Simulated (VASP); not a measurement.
# Al2O3: single point with revPBE+D3(BJ)

The system is Al2O3.

```
CELL_PARAMETERS angstrom
2.86536 0.00000 0.00000
-1.43268 2.48148 0.00000
0.00000 0.00000 7.17468
ATOMIC_POSITIONS crystal
Al 0.00000 0.00000 0.80610
Al 0.00000 0.00000 0.19390
O 0.33333 0.66667 0.71030
O 0.66667 0.33333 0.00000
O 0.33333 0.66667 0.28970
```

```
Program             : VASP 6.6.1
Task                : single point
Functional          : revPBE
Dispersion          : D3(BJ)
Potentials or basis : VASP PAW PBE potentials, release 64 (Al, O)
Cutoff              : 520 eV
k mesh              : 11 × 11 × 3
Occupations         : fermi-dirac, width 0.05 eV
Spin                : no spin polarisation
```

The pressure is -0.3 GPa, the largest force is 0.053 eV/Å and the band gap on the k mesh is 4.56 eV, indirect (least direct gap 4.67 eV). The dispersion energy per atom is -0.390 eV.

Forces in eV/Å, atoms in the order of the input:
```
Al   0.000  0.000 -0.052
Al   0.000  0.000  0.052
O    0.000  0.000  0.053
O    0.000  0.000  0.000
O    0.000  0.000 -0.053
```

Stress tensor (GPa, compression positive):
```
-0.24  0.00  0.00
 0.00 -0.24  0.00
 0.00  0.00 -0.44
```

Levels at points of the mesh, in eV from the valence-band top:
| k point | band 9 | band 10 | band 11 | band 12 | band 13 | band 14 | band 15 | band 16 |
| --- | --- | --- | --- | --- | --- | --- | --- | --- |
| (0.00, 0.00, 0.00) | -1.43 | -0.86 | -0.86 | -0.11 | 4.56 | 7.61 | 8.47 | 12.33 |

Wall time 75 s on 1 thread of AMD EPYC 7R13 (shared host), peak memory 0.17 GiB.

Caveat: the PAW data sets were made with another functional, which shifts forces and pressure a little. A k mesh can miss the band edges.
